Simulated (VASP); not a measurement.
# Al2O3 (Pnnm) in VASP: settings compared

Aim: see how the results for Al2O3 move with the level of theory and the settings. Levels: RPBE+D3(BJ), PBE. Tasks: relaxation of cell and atoms, single point.

All numbers are computed with VASP 6.6.1; they aren't measurements. Logs are shortened: lines on timing, memory, paths and dates and some standing lists are left out, and cuts for length are marked.

**1. The cell of the first run**

Symmetry: Pnnm, No. 58, orthorhombic system. The conventional cell has a = 4.614 Å, b = 9.563 Å, c = 3.120 Å, α = 90.00°, β = 90.00°, γ = 90.00°. Within 2.2 Å of Al (site symmetry m) lie 4 O at 1.68 to 1.82 Å. Within 2.2 Å of O (site symmetry 2/m) lie 2 Al at 1.68 Å. Within 2.4 Å of O (site symmetry m) lie 3 Al at 1.82 Å.

**2. Relaxation of cell and atoms, RPBE+D3(BJ)**

Input file INCAR:

```
SYSTEM = Al2O3
PREC     = Accurate       ! precision mode
ENCUT    = 600            ! plane-wave cutoff, eV
EDIFF    = 1E-7           ! SCF threshold, eV
ISMEAR   = -1             ! smearing method
SIGMA    = 0.05           ! smearing width, eV
LREAL    = .False.        ! projectors in reciprocal space
LASPH    = .True.         ! aspherical terms in the spheres
NELM     = 100            ! most SCF steps
ALGO     = Normal         ! electronic algorithm
ISIF     = 3              ! what is computed and relaxed
LWAVE    = .False.        ! write WAVECAR
LCHARG   = .False.        ! write CHGCAR
GGA      = RP             ! functional
IVDW     = 12             ! dispersion correction
IBRION   = 2              ! ionic algorithm
NSW      = 60             ! ionic steps
EDIFFG   = -0.01          ! ionic threshold
```

Input file KPOINTS:

```
regular mesh
0
Gamma
  6 3 9
  0 0 0
```

Input file POSCAR:

```
Al2O3
1.0
    4.6137770000      0.0000000000      0.0000000000
    0.0000000000      9.5632790000      0.0000000000
    0.0000000000      0.0000000000      3.1198620000
Al O
4 6
Direct
    0.9829750000      0.8245730000      0.0000000000
    0.0170250000      0.1754270000      0.0000000000
    0.4829750000      0.6754270000      0.5000000000
    0.5170250000      0.3245730000      0.5000000000
    0.5000000000      0.5000000000      0.5000000000
    0.1236350000      0.7530500000      0.5000000000
    0.3763650000      0.2530500000      0.0000000000
    0.6236350000      0.7469500000      0.0000000000
    0.0000000000      0.0000000000      0.0000000000
    0.8763650000      0.2469500000      0.5000000000
```

Potentials or basis: VASP PAW PBE potentials, release 64 (Al, O).

The run is started by

```
cat potpaw_PBE.64/Al/POTCAR potpaw_PBE.64/O/POTCAR > POTCAR
mpirun -np 1 vasp_std > vasp.out
```

OUTCAR:

```text
SYSTEM = Al2O3
   PREC = Accurate
   ENCUT = 600
   EDIFF = 1E-7
   ISMEAR = -1
   LREAL = .False.
   LASPH = .True.
   NELM = 100
   ISIF = 3
   GGA = RP
   IVDW = 12
   IBRION = 2
   NSW = 60
   EDIFFG = -0.01
 IVDW          = 12

 ion  position               nearest neighbor table
   1  0.983  0.825  0.000-   9 1.68   8 1.82   6 1.82   6 1.82   3 3.13   3 3.13   3 3.13   3 3.13
                             2 3.36
   2  0.017  0.175  0.000-   9 1.68   7 1.82  10 1.82  10 1.82   4 3.13   4 3.13   4 3.13   4 3.13
                             1 3.36
   3  0.483  0.675  0.500-   5 1.68   6 1.82   8 1.82   8 1.82   1 3.13   1 3.13   1 3.13   1 3.13
                             4 3.36
   4  0.517  0.325  0.500-   5 1.68  10 1.82   7 1.82   7 1.82   2 3.13   2 3.13   2 3.13   2 3.13
                             3 3.36
   5  0.500  0.500  0.500-   3 1.68   4 1.68
   6  0.124  0.753  0.500-   3 1.82   1 1.82   1 1.82
   7  0.376  0.253  0.000-   2 1.82   4 1.82   4 1.82
   8  0.624  0.747  0.000-   1 1.82   3 1.82   3 1.82
   9  0.000  0.000  0.000-   1 1.68   2 1.68
  10  0.876  0.247  0.500-   4 1.82   2 1.82   2 1.82

  LATTYP: Found a simple orthorhombic cell.
 ALAT       =     3.1198620000
 B/A-ratio  =     1.4788400897
 C/A-ratio  =     3.0652891057

  Lattice vectors:

 A1 = (   0.0000000000,   0.0000000000,   3.1198620000)
 A2 = (   4.6137770000,   0.0000000000,   0.0000000000)
 A3 = (   0.0000000000,   9.5632790000,   0.0000000000)

Analysis of symmetry for initial positions (statically):
=====================================================================
 Subroutine PRICEL returns:
 Original cell was already a primitive cell.

 Routine SETGRP: Setting up the symmetry group for a
 simple orthorhombic supercell.

 Subroutine GETGRP returns: Found  8 space group operations
 (whereof  4 operations were pure point group operations)
 out of a pool of  8 trial point group operations.

The static configuration has the point symmetry C_2h.
 The point group associated with its full space group is D_2h.

Analysis of symmetry for dynamics (positions and initial velocities):
=====================================================================
 Subroutine PRICEL returns:
 Original cell was already a primitive cell.

 Routine SETGRP: Setting up the symmetry group for a
 simple orthorhombic supercell.

 Subroutine GETGRP returns: Found  8 space group operations
 (whereof  4 operations were pure point group operations)
 out of a pool of  8 trial point group operations.

The dynamic configuration has the point symmetry C_2h.
 The point group associated with its full space group is D_2h.

 Subroutine INISYM returns: Found  8 space group operations
 (whereof  4 operations are pure point group operations),
 and found     1 'primitive' translations

----------------------------------------------------------------------------------------

                                     Primitive cell

  volume of cell :     137.6572

  direct lattice vectors                    reciprocal lattice vectors
     4.613777000  0.000000000  0.000000000     0.216742162  0.000000000  0.000000000
     0.000000000  9.563279000  0.000000000     0.000000000  0.104566645  0.000000000
     0.000000000  0.000000000  3.119862000     0.000000000  0.000000000  0.320526998

  length of vectors
     4.613777000  9.563279000  3.119862000     0.216742162  0.104566645  0.320526998

  position of ions in fractional coordinates (direct lattice)
     0.982975000  0.824573000  0.000000000
     0.017025000  0.175427000  0.000000000
     0.482975000  0.675427000  0.500000000
     0.517025000  0.324573000  0.500000000
     0.500000000  0.500000000  0.500000000
     0.123635000  0.753050000  0.500000000
     0.376365000  0.253050000  0.000000000
     0.623635000  0.746950000  0.000000000
     0.000000000  0.000000000  0.000000000
     0.876365000  0.246950000  0.500000000

  ion indices of the primitive-cell ions
   primitive index   ion index
                 1           1
                 2           2
                 3           3
                 4           4
                 5           5
                 6           6
                 7           7
                 8           8
                 9           9
                10          10

----------------------------------------------------------------------------------------

 KPOINTS: regular mesh

Automatic generation of k-mesh.
 Grid dimensions read from file:
 generate k-points for:    6    3    9

 Generating k-lattice:

  Cartesian coordinates                     Fractional coordinates (reciprocal lattice)
     0.036123694  0.000000000  0.000000000     0.166666667  0.000000000  0.000000000
     0.000000000  0.034855548  0.000000000     0.000000000  0.333333333  0.000000000
     0.000000000  0.000000000  0.035614111     0.000000000  0.000000000  0.111111111

  Length of vectors
     0.036123694  0.034855548  0.035614111

  Shift w.r.t. Gamma in fractional coordinates (k-lattice)
     0.000000000  0.000000000  0.000000000

 Subroutine IBZKPT returns following result:
 ===========================================

 Found     40 irreducible k-points:

 Following reciprocal coordinates:
            Coordinates               Weight
  0.000000  0.000000  0.000000      1.000000
  0.166667  0.000000  0.000000      2.000000
  0.333333  0.000000  0.000000      2.000000
  0.500000  0.000000  0.000000      1.000000
  0.000000  0.333333  0.000000      2.000000
  0.166667  0.333333  0.000000      4.000000
[... 16 lines left out ...]
  0.333333  0.333333  0.222222      8.000000
  0.500000  0.333333  0.222222      4.000000
 [... further k-points ...]
   k-points           NKPTS =     40   k-points in BZ     NKDIM =     40   number of bands    NBANDS=     30
   number of dos      NEDOS =    301   number of ions     NIONS =     10
   total plane-waves  NPLWV =  89600
   dimension x,y,z NGX =    40 NGY =   80 NGZ =   28
   dimension x,y,z NGXF=    80 NGYF=  160 NGZF=   56
   ions per type =               4   6
   NGX,Y,Z   is equivalent  to a cutoff of  14.41, 13.91, 14.92 a.u.
   NGXF,Y,Z  is equivalent  to a cutoff of  28.83, 27.81, 29.84 a.u.
 SYSTEM =  Al2O3
   PREC   = accura    normal or accurate (medium, high low for compatibility)
   ISTART =      0    job   : 0-new  1-cont  2-samecut
   ICHARG =      2    charge: 1-file 2-atom 10-const
   ISPIN  =      1    spin polarized calculation?
   LNONCOLLINEAR =      F non collinear calculations
   LSORBIT =      F    spin-orbit coupling
   LASPH  =      T    aspherical Exc in radial PAW
   ENCUT  =  600.0 eV  44.10 Ry    6.64 a.u.   9.21 19.10  6.23*2*pi/ulx,y,z
   NELM   =    100;   NELMIN=  2; NELMDL= -5     # of ELM steps
   EDIFF  = 0.1E-06   stopping-criterion for ELM
   LREAL  =      F    real-space projection
   EDIFFG = -.1E-01   stopping-criterion for IOM
   NSW    =     60    number of steps for IOM
   IBRION =      2    ionic relax: 0-MD 1-quasi-New 2-CG
   NFREE  =      1    steps in history (QN), initial steepest desc. (CG)
   ISIF   =      3    stress and relaxation
   ISYM   =      2    0-nonsym 1-usesym 2-fastsym
   POTIM  = 0.5000    time-step for ionic-motion
   TEBEG  =    0.0;   TEEND  =   0.0 temperature during run
   PSTRESS=    0.0 pullay stress
   NELECT =      48.0000    total number of electrons
   NUPDOWN=      -1.0000    fix difference up-down
   EMIN   =  10.00;   EMAX   =-10.00  energy-range for DOS
   EFERMI =   0.00;   METHOD = LEGACY
   ISMEAR =    -1;   SIGMA  =   0.05  broadening in eV -4-tet -1-fermi 0-gaus
   EFERMI_NEDOS =   21; number of points for ismear=-14 and -15
   IALGO  =     38    algorithm
   IMIX   =      4    mixing-type and parameters
     AMIX     =   0.40;   BMIX     =  1.00
     AMIX_MAG =   1.60;   BMIX_MAG =  1.00
  volume/ion in A,a.u.               =      13.77        92.90
  Fermi-wavevector in a.u.,A,eV,Ry     =   1.152274  2.177482 18.064926  1.327735
  Thomas-Fermi vector in A             =   2.288926
   LORBIT       =      0    0 simple, 1 ext, 2 COOP (PROOUT), +10 PAW based schemes
   GGA     = RP    functional components
   LHFCALC =     F    Hartree Fock is set to
   AEXX    =    0.0000 exact exchange contribution
   IVDW    =    12    specifies the selected vdW correction
   LEPSILON=     F    determine dielectric tensor
   LRPA    =     F    only Hartree local field effects (RPA)
 conjugate gradient relaxation of ions
 non-spin polarized calculation
  energy-cutoff  :      600.00
  volume of cell :      137.66
 maximum number of plane-waves:      4610
 NGX is ok and might be reduce to    40
   NGX = 19   NGY = 39   NGZ = 13

--------------------------------------- Ionic step        1  -------------------------------------------

 number of electron      47.9999997 magnetization

 Free energy of the ion-electron system (eV)
  ---------------------------------------------------
  ext. energy  EPLUGINS =         0.00000000
  ---------------------------------------------------
  free energy    TOTEN  =       -70.69391040 eV

  energy without entropy =      -70.69391040  energy(sigma->0) =      -70.69391040

------------------------ aborting loop because EDIFF is reached ----------------------------------------

 Edisp (eV)   -5.67101

 E8    (eV) :    -3.2558
[... 129 lines left out ...]
  FREE ENERGIE OF THE ION-ELECTRON SYSTEM (eV)
  ---------------------------------------------------
  free  energy   TOTEN  =       -76.5027182568 eV

  energy  without entropy=      -76.5027182568  energy(sigma->0) =      -76.50271826

[... ionic steps 4 to 19 ...]

--------------------------------------- Ionic step       20  -------------------------------------------

 number of electron      48.0000010 magnetization

------------------------ aborting loop because EDIFF is reached ----------------------------------------
[... 91 lines left out ...]
--------------------------------------- Ionic step       22  -------------------------------------------

 number of electron      48.0000011 magnetization

 Free energy of the ion-electron system (eV)
  ---------------------------------------------------
  ext. energy  EPLUGINS =         0.00000000
  ---------------------------------------------------
  free energy    TOTEN  =       -70.54871166 eV

  energy without entropy =      -70.54871166  energy(sigma->0) =      -70.54871166

 E-fermi :   3.6413     XC(G=0):  -8.6517

 val. band max:        2.5285175589   @ k =   0.0000   0.0000   0.0000
 cond. band min:       6.3133110922   @ k =   0.0000   0.0000   0.0000
 fundamental gap:      3.7847935333
 Fermi energy:         3.6412635353

 k-point     1 :       0.0000    0.0000    0.0000
  band No.  band energies     occupation
      1     -16.9803      2.00000
      2     -16.9127      2.00000
      3     -15.6351      2.00000
      4     -15.6195      2.00000
      5     -14.1380      2.00000
      6     -14.0124      2.00000
[... 781 lines left out ...]
     29      11.0647      0.00000
     30      11.0647      0.00000

 [... further k-points ...]

------------------------ aborting loop because EDIFF is reached ----------------------------------------

 Edisp (eV)   -6.01881

 E8    (eV) :    -3.4723
[... 33 lines left out ...]
  FREE ENERGIE OF THE ION-ELECTRON SYSTEM (eV)
  ---------------------------------------------------
  free  energy   TOTEN  =       -76.5675189990 eV

  energy  without entropy=      -76.5675189989  energy(sigma->0) =      -76.56751900

 reached required accuracy - stopping structural energy minimisation
```

It took 18 min on 1 thread of Intel Xeon 6975P-C (Granite Rapids), shared host; peak memory 0.39 GiB.

What came out:

```
Free energy                            : -76.5675 eV
Relaxed volume                         : 13.16 Å³/atom
Relaxed cell                           : a = 4.648 Å, b = 9.474 Å, c = 2.989 Å, α = 90.00°, β = 90.00°, γ = 90.00°
Space group after relaxing (to 0.05 Å) : Pnnm (No. 58)
Energy gained by relaxing              : 20.3 meV/atom
Ionic steps                            : 22
Pressure after relaxing                : -0.1 GPa
Largest force after relaxing           : 0.007 eV/Å
Band gap on the k mesh                 : 3.78 eV, direct
Dispersion energy per atom             : -0.602 eV
```

Forces in eV/Å, atoms in the order of the input:
```
Al  -0.007 -0.002  0.000
Al   0.007  0.002  0.000
Al  -0.007  0.002  0.000
Al   0.007 -0.002  0.000
O    0.000  0.000  0.000
O   -0.007 -0.001  0.000
O    0.007 -0.001  0.000
O   -0.007  0.001  0.000
O    0.000  0.000  0.000
O    0.007  0.001  0.000
```

Stress tensor (GPa, compression positive):
```
-0.06  0.00  0.00
 0.00 -0.11  0.00
 0.00  0.00  0.00
```

The path:
```tsv
step	energy change (eV)	largest force (eV/Å)	pressure (GPa)	volume (Å³)
1	0.0000	0.2510	-5.29	137.66
2	-0.0871	0.7156	4.09	128.77
3	-0.1378	0.3857	0.26	131.99
4	-0.1660	0.2758	1.05	131.34
5	-0.1663	0.3457	1.15	131.26
6	-0.1834	0.2028	0.35	131.64
7	-0.1861	0.1416	-0.13	131.86
8	-0.1899	0.0875	-0.11	131.83
9	-0.1923	0.1725	-0.06	131.78
10	-0.1953	0.1453	-0.04	131.73
11	-0.2008	0.0881	0.03	131.59
12	-0.1967	0.0955	0.16	131.30
13	-0.2017	0.0895	0.08	131.50
14	-0.2019	0.0718	-0.09	131.55
15	-0.2021	0.0228	-0.03	131.53
16	-0.2022	0.0189	0.00	131.52
17	-0.2024	0.0103	0.06	131.48
18	-0.2023	0.0184	0.19	131.39
19	-0.2024	0.0112	0.10	131.45
20	-0.2025	0.0142	-0.01	131.56
21	-0.2025	0.0170	-0.06	131.60
22	-0.2026	0.0072	-0.06	131.61
```

Final structure:
```cif
data_structure
_symmetry_space_group_name_H-M 'P 1'
_symmetry_Int_Tables_number 1
_cell_length_a 4.6483
_cell_length_b 9.4736
_cell_length_c 2.9886
_cell_angle_alpha 90.000
_cell_angle_beta 90.000
_cell_angle_gamma 90.000
_cell_volume 131.61
loop_
_atom_site_label
_atom_site_type_symbol
_atom_site_fract_x
_atom_site_fract_y
_atom_site_fract_z
_atom_site_occupancy
Al1 Al 0.98560 0.82340 0.00000 1
Al2 Al 0.01440 0.17660 0.00000 1
Al3 Al 0.48560 0.67660 0.50000 1
Al4 Al 0.51440 0.32340 0.50000 1
O1 O 0.50000 0.50000 0.50000 1
O2 O 0.12641 0.74532 0.50000 1
O3 O 0.37359 0.24532 0.00000 1
O4 O 0.62641 0.75468 0.00000 1
O5 O 0.00000 0.00000 0.00000 1
O6 O 0.87359 0.25468 0.50000 1
```

Levels at points of the mesh, in eV from the valence-band top:
| k point | band 21 | band 22 | band 23 | band 24 | band 25 | band 26 | band 27 | band 28 |
| --- | --- | --- | --- | --- | --- | --- | --- | --- |
| (0.00, 0.00, 0.00) | -1.24 | -0.77 | -0.05 | 0.00 | 3.78 | 5.45 | 6.61 | 7.38 |
| (0.50, 0.00, 0.00) | -1.08 | -1.08 | -0.02 | -0.02 | 6.25 | 6.25 | 6.82 | 6.82 |

Caveat: the PAW data sets were made with another functional, which shifts forces and pressure a little.

(Continued in part 2 of 2.)
